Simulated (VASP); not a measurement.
# Ga2O3 (I4/mmm) in VASP: single point with PBE

Aim: the single point of Ga2O3 with PBE.

Program: VASP 6.6.1. These are calculated values, not measurements. Logs are shortened: lines on timing, memory, paths and dates and some standing lists are left out, and cuts for length are marked.

## 1. The cell of the first run

The structure is tetragonal, space group I4/mmm (No. 139). The conventional cell has a = 4.337 Å, b = 4.337 Å, c = 7.033 Å, α = 90.00°, β = 90.00°, γ = 90.00°. Ga (site symmetry mmm) has 4 O at 1.76 to 2.17 Å within 2.3 Å. Within 2.9 Å of O (site symmetry 4/mmm) lie 4 Ga at 2.17 Å and 8 O at 2.79 Å. O (site symmetry -4m2) has 2 Ga at 1.76 Å within 2.3 Å.

## 2. Single point, PBE

Input file POSCAR:

```
Ga2O3
1.0
   -2.1686587673      2.1686587673      3.5163889359
    2.1686587673     -2.1686587673      3.5163889359
    2.1686587673      2.1686587673     -3.5163889359
Ga O
2 3
Direct
    0.5000000000      0.0000000000      0.5000000000
    0.0000000000      0.5000000000      0.5000000000
    0.0000000000      0.0000000000      0.0000000000
    0.7500000000      0.2500000000      0.5000000000
    0.2500000000      0.7500000000      0.5000000000
```

Input file INCAR.step1:

```
  PREC = Accurate
  ENCUT = 520
  EDIFF = 1E-7
  ISMEAR = 0
  SIGMA = 0.1
  LREAL = F
  LASPH = T
  NELM = 100
  ALGO = Normal
  ISIF = 2
  LWAVE = F
  LCHARG = T
  GGA = PE
  NBANDS = 30
```

Input file KPOINTS.step1:

```
Automatic mesh
0
Gamma
  12 12 12
```

Input file INCAR.step2:

```
  PREC = Accurate
  ENCUT = 520
  EDIFF = 1E-7
  ISMEAR = -5
  SIGMA = 0.1
  LREAL = F
  LASPH = T
  NELM = 100
  ALGO = Normal
  ISIF = 2
  LWAVE = F
  LCHARG = F
  GGA = PE
  LORBIT = 10
  NBANDS = 30
  NEDOS = 1001
  ICHARG = 11
```

Input file KPOINTS.step2:

```
Automatic mesh
0
Gamma
  18 18 18
```

Potentials or basis: VASP PAW PBE potentials, release 64 (Ga_d, O).

Run with:

```sh
> cat potpaw_PBE.64/Ga_d/POTCAR potpaw_PBE.64/O/POTCAR > POTCAR
> cp INCAR.step1 INCAR
> cp KPOINTS.step1 KPOINTS
> mpirun -np 1 vasp_std > vasp.out
> cp INCAR.step2 INCAR
> cp KPOINTS.step2 KPOINTS
> mpirun -np 1 vasp_std > vasp.out
```

OUTCAR:

```text
PREC = Accurate
   ENCUT = 520
   EDIFF = 1E-7
   ISMEAR = -5
   LREAL = F
   LASPH = T
   NELM = 100
   ISIF = 2
   GGA = PE
   LORBIT = 10
   ICHARG = 11

 ion  position               nearest neighbor table
   1  0.500  0.000  0.500-   4 1.76   5 1.76   3 2.17   3 2.17
   2  0.000  0.500  0.500-   4 1.76   5 1.76   3 2.17   3 2.17
   3  0.000  0.000  0.000-   1 2.17   2 2.17   2 2.17   1 2.17
   4  0.750  0.250  0.500-   1 1.76   2 1.76
   5  0.250  0.750  0.500-   1 1.76   2 1.76

  LATTYP: Found a body centered tetragonal cell.
 ALAT       =     4.3373175346
 C/A-ratio  =     1.6214579209

  Lattice vectors:

 A1 = (  -2.1686587673,   2.1686587673,   3.5163889359)
 A2 = (   2.1686587673,  -2.1686587673,   3.5163889359)
 A3 = (   2.1686587673,   2.1686587673,  -3.5163889359)

Analysis of symmetry for initial positions (statically):
=====================================================================
 Subroutine PRICEL returns:
 Original cell was already a primitive cell.

 Routine SETGRP: Setting up the symmetry group for a
 body centered tetragonal supercell.

 Subroutine GETGRP returns: Found 16 space group operations
 (whereof 16 operations were pure point group operations)
 out of a pool of 16 trial point group operations.

The static configuration has the point symmetry D_4h.

Analysis of symmetry for dynamics (positions and initial velocities):
=====================================================================
 Subroutine PRICEL returns:
 Original cell was already a primitive cell.

 Routine SETGRP: Setting up the symmetry group for a
 body centered tetragonal supercell.

 Subroutine GETGRP returns: Found 16 space group operations
 (whereof 16 operations were pure point group operations)
 out of a pool of 16 trial point group operations.

The dynamic configuration has the point symmetry D_4h.

 Subroutine INISYM returns: Found 16 space group operations
 (whereof 16 operations are pure point group operations),
 and found     1 'primitive' translations

----------------------------------------------------------------------------------------

                                     Primitive cell

  volume of cell :      66.1514

  direct lattice vectors                    reciprocal lattice vectors
    -2.168658767  2.168658767  3.516388936     0.000000000  0.230557249  0.142191324
     2.168658767 -2.168658767  3.516388936     0.230557249  0.000000000  0.142191324
     2.168658767  2.168658767 -3.516388936     0.230557249  0.230557249  0.000000000

  length of vectors
     4.665956799  4.665956799  4.665956799     0.270878235  0.270878235  0.326057189

  position of ions in fractional coordinates (direct lattice)
     0.500000000  0.000000000  0.500000000
     0.000000000  0.500000000  0.500000000
     0.000000000  0.000000000  0.000000000
     0.750000000  0.250000000  0.500000000
     0.250000000  0.750000000  0.500000000

  ion indices of the primitive-cell ions
   primitive index   ion index
                 1           1
                 2           2
                 3           3
                 4           4
                 5           5

----------------------------------------------------------------------------------------

 KPOINTS: Automatic mesh

Automatic generation of k-mesh.
 Grid dimensions read from file:
 generate k-points for:   18   18   18

 Generating k-lattice:

  Cartesian coordinates                     Fractional coordinates (reciprocal lattice)
     0.000000000  0.012808736  0.007899518     0.055555556 -0.000000000  0.000000000
     0.012808736  0.000000000  0.007899518    -0.000000000  0.055555556  0.000000000
     0.012808736  0.012808736  0.000000000     0.000000000  0.000000000  0.055555556

  Length of vectors
     0.015048791  0.015048791  0.018114288

  Shift w.r.t. Gamma in fractional coordinates (k-lattice)
     0.000000000  0.000000000  0.000000000

 TETIRR: Found   7414 inequivalent tetrahedra from    34992

 Subroutine IBZKPT returns following result:
 ===========================================

 Found    480 irreducible k-points:

 Following reciprocal coordinates:
            Coordinates               Weight
  0.000000  0.000000  0.000000      1.000000
  0.055556 -0.000000  0.000000      8.000000
  0.111111 -0.000000  0.000000      8.000000
  0.166667  0.000000 -0.000000      8.000000
  0.222222  0.000000  0.000000      8.000000
  0.277778  0.000000  0.000000      8.000000
[... 16 lines left out ...]
 -0.277778  0.055556  0.000000     16.000000
 -0.222222  0.055556  0.000000     16.000000
 [... further k-points ...]
   k-points           NKPTS =    480   k-points in BZ     NKDIM =    480   number of bands    NBANDS=     30
   number of dos      NEDOS =   1001   number of ions     NIONS =      5
   total plane-waves  NPLWV =  46656
   dimension x,y,z NGX =    36 NGY =   36 NGZ =   36
   dimension x,y,z NGXF=    72 NGYF=   72 NGZF=   72
   ions per type =               2   3
   NGX,Y,Z   is equivalent  to a cutoff of  12.83, 12.83, 12.83 a.u.
   NGXF,Y,Z  is equivalent  to a cutoff of  25.65, 25.65, 25.65 a.u.
 SYSTEM =  unknown system
   PREC   = accura    normal or accurate (medium, high low for compatibility)
   ISTART =      0    job   : 0-new  1-cont  2-samecut
   ICHARG =     11    charge: 1-file 2-atom 10-const
   ISPIN  =      1    spin polarized calculation?
   LNONCOLLINEAR =      F non collinear calculations
   LSORBIT =      F    spin-orbit coupling
   LASPH  =      T    aspherical Exc in radial PAW
   ENCUT  =  520.0 eV  38.22 Ry    6.18 a.u.   8.68  8.68  8.68*2*pi/ulx,y,z
   NELM   =    100;   NELMIN=  2; NELMDL=  0     # of ELM steps
   EDIFF  = 0.1E-06   stopping-criterion for ELM
   LREAL  =      F    real-space projection
   EDIFFG = 0.1E-05   stopping-criterion for IOM
   NSW    =      0    number of steps for IOM
   IBRION =     -1    ionic relax: 0-MD 1-quasi-New 2-CG
   NFREE  =      0    steps in history (QN), initial steepest desc. (CG)
   ISIF   =      2    stress and relaxation
   ISYM   =      2    0-nonsym 1-usesym 2-fastsym
   POTIM  = 0.5000    time-step for ionic-motion
   TEBEG  =    0.0;   TEEND  =   0.0 temperature during run
   PSTRESS=    0.0 pullay stress
   NELECT =      44.0000    total number of electrons
   NUPDOWN=      -1.0000    fix difference up-down
   EMIN   =  10.00;   EMAX   =-10.00  energy-range for DOS
   EFERMI =   0.00;   METHOD = LEGACY
   ISMEAR =    -5;   SIGMA  =   0.10  broadening in eV -4-tet -1-fermi 0-gaus
   EFERMI_NEDOS =   21; number of points for ismear=-14 and -15
   IALGO  =     38    algorithm
   IMIX   =      4    mixing-type and parameters
     AMIX     =   0.40;   BMIX     =  1.00
     AMIX_MAG =   1.60;   BMIX_MAG =  1.00
  volume/ion in A,a.u.               =      13.23        89.28
  Fermi-wavevector in a.u.,A,eV,Ry     =   1.429045  2.700504 27.785409  2.042170
  Thomas-Fermi vector in A             =   2.549041
   LORBIT       =     10    0 simple, 1 ext, 2 COOP (PROOUT), +10 PAW based schemes
   GGA     = PE    functional components
   LHFCALC =     F    Hartree Fock is set to
   AEXX    =    0.0000 exact exchange contribution
   IVDW    =     0    specifies the selected vdW correction
   LEPSILON=     F    determine dielectric tensor
   LRPA    =     F    only Hartree local field effects (RPA)
 non-spin polarized calculation
 Fermi weights with tetrahedron method with Bloechl corrections
  energy-cutoff  :      520.00
  volume of cell :       66.15
 maximum number of plane-waves:      1809

 number of electron      44.0000020 magnetization

 Free energy of the ion-electron system (eV)
  ---------------------------------------------------
  ext. energy  EPLUGINS =         0.00000000
  ---------------------------------------------------
  free energy    TOTEN  =       -24.92654170 eV

  energy without entropy =      -24.92654170  energy(sigma->0) =      -24.92654170

 E-fermi :   2.3623     XC(G=0): -10.3334

 val. band max:        2.3668254339   @ k =  -0.3333   0.3333   0.1667
 cond. band min:       2.3685748959   @ k =  -0.3889   0.4444   0.1111
 fundamental gap:      0.0017494620
 Fermi energy:         2.3623319466

 k-point     1 :       0.0000    0.0000    0.0000
  band No.  band energies     occupation
      1     -16.5273      2.00000
      2     -14.7356      2.00000
      3     -14.6092      2.00000
      4     -12.2254      2.00000
      5     -11.9443      2.00000
      6     -11.7602      2.00000
[... 22 lines left out ...]
     29      13.2174      0.00000
     30      15.3420      0.00000

 k-point     2 :       0.0556   -0.0000    0.0000
  band No.  band energies     occupation
      1     -16.5155      2.00000
      2     -14.7556      2.00000
      3     -14.6052      2.00000
      4     -12.2052      2.00000
      5     -11.9426      2.00000
      6     -11.7594      2.00000
[... 22 lines left out ...]
     29      13.1692      0.00000
     30      15.4820      0.00000

 k-point     3 :       0.1111   -0.0000    0.0000
  band No.  band energies     occupation
      1     -16.4805      2.00000
      2     -14.8128      2.00000
      3     -14.5934      2.00000
      4     -12.1478      2.00000
      5     -11.9374      2.00000
      6     -11.7572      2.00000
[... 22 lines left out ...]
     29      13.1040      0.00000
     30      15.8141      0.00000

 k-point     4 :       0.1667    0.0000   -0.0000
  band No.  band energies     occupation
      1     -16.4233      2.00000
      2     -14.9014      2.00000
      3     -14.5749      2.00000
      4     -12.0619      2.00000
      5     -11.9289      2.00000
      6     -11.7550      2.00000
[... 616 lines left out ...]
     29      13.1596      0.00000
     30      14.9335      0.00000

 k-point    23 :      -0.2778    0.0556    0.0000
  band No.  band energies     occupation
      1     -16.3029      2.00000
      2     -15.0432      2.00000
      3     -14.5198      2.00000
      4     -11.9706      2.00000
      5     -11.9021      2.00000
      6     -11.7820      2.00000
[... 22 lines left out ...]
     29      13.2176      0.00000
     30      14.9724      0.00000

 k-point    24 :      -0.2222    0.0556    0.0000
  band No.  band energies     occupation
      1     -16.3867      2.00000
      2     -14.9258      2.00000
      3     -14.5462      2.00000
      4     -12.0670      2.00000
      5     -11.9164      2.00000
      6     -11.7671      2.00000
[... 22 lines left out ...]
     29      13.1770      0.00000
     30      15.2360      0.00000

 [... further k-points ...]
[... 5 lines left out ...]
  --------------------------------------------------------------------------------------
  -------------------------------------------------------------------------------------
  Total        0.0044624      0.0044624     -0.1682905      0.0000000      0.0000000      0.0000000
  in kB        0.1080778      0.1080778     -4.0759676      0.0000000      0.0000000      0.0000000
  external PRESSURE =      -1.2866040 kB  Pullay stress =       0.0000000 kB

 VOLUME and BASIS-vectors are now :
 -----------------------------------------------------------------------------
  energy-cutoff  :      520.00
  volume of cell :       66.15
      direct lattice vectors                 reciprocal lattice vectors
    -2.168658767  2.168658767  3.516388936     0.000000000  0.230557249  0.142191324
     2.168658767 -2.168658767  3.516388936     0.230557249  0.000000000  0.142191324
     2.168658767  2.168658767 -3.516388936     0.230557249  0.230557249  0.000000000

 POSITION                                       TOTAL-FORCE (eV/Angst)
 -----------------------------------------------------------------------------------
      0.00000      2.16866      0.00000        -0.000000      0.000000     -0.000000
      2.16866      0.00000      0.00000        -0.000000      0.000000     -0.000000
      0.00000      0.00000      0.00000        -0.000000      0.000000     -0.000000
      0.00000      2.16866      1.75819        -0.000000     -0.000000      0.000000
      2.16866      0.00000      1.75819         0.000000     -0.000000      0.000000
 -----------------------------------------------------------------------------------
    total drift:                                0.000000      0.000000     -0.000000

  FREE ENERGIE OF THE ION-ELECTRON SYSTEM (eV)
  ---------------------------------------------------
  free  energy   TOTEN  =       -24.9265416950 eV

  energy  without entropy=      -24.9265416950  energy(sigma->0) =      -24.92654170

 total charge

# of ion       s       p       d       tot
------------------------------------------
    1        0.745   0.742  10.196  11.684
    2        0.745   0.742  10.196  11.684
    3        1.571   3.352   0.000   4.923
    4        1.557   3.484   0.000   5.040
    5        1.557   3.484   0.000   5.040
--------------------------------------------------
tot          6.175  11.803  20.393  38.371
```

Run time: 8.5 min. Hardware: 1 thread of AMD EPYC 9R45 (Zen 5), shared host; peak memory 0.75 GiB.

What came out:

```yaml
Valence_electrons_inside_the_program's_atomic_spheres: Ga 11.68; O 4.92, 5.04 (each value once)
```

Caveat: tetrahedron occupations give inexact forces and stress in metals.
